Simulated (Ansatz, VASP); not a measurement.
C in VASP and in Ansatz

```
C
1.0
     2.45883    0.00000    0.00000
     0.61472    3.84180    0.00000
     0.00000    0.00000   25.91219
C
12
Cartesian
  1.8430 0.2845 7.6166
  0.6137 0.4885 8.1923
  0.6142 0.9606 9.5868
  1.8436 1.1800 10.2457
  1.8439 1.6272 11.6067
  0.6146 1.8451 12.2767
  0.6150 2.2857 13.6356
  1.8445 2.5036 14.3055
  1.8448 2.9509 15.6665
  0.6154 3.1704 16.3253
  0.6159 3.6427 17.7198
  1.8454 3.8468 18.2954
```

Alike in both runs: functional PBEsol; k mesh 11 × 7 × 1; occupations gaussian, width 0.05 eV; no spin polarisation.

Ansatz relaxed the structure, and its values are those at the end. VASP's run is a single point on that final structure, the one shown.

|  | VASP | Ansatz |
| --- | --- | --- |
| version | VASP 6.6.1 | Ansatz 0.2.0 |
| potentials or method | VASP PAW PBE potentials, release 64 (C), cutoff 520 eV | scalar-relativistic, plane waves, PAW |
| valence electrons in the cell | 48 | 48 |

Ansatz gave:

* gap on the k mesh at the Fermi level (eV): none
* rms of the force components (eV/Å): 0.002
* work function, face that differs most (eV): 5.97

Question: What did VASP give for the same quantities?

Answer: gap on the k mesh at the Fermi level (eV): none; rms of the force components (eV/Å): 0.011; work function, face that differs most (eV): 5.97.

VASP's potentials were made for PBE, not for PBEsol. A gap of «none» marks a metal or a gap that the smearing closes. Ansatz's warnings: xc potential rough in thin density.
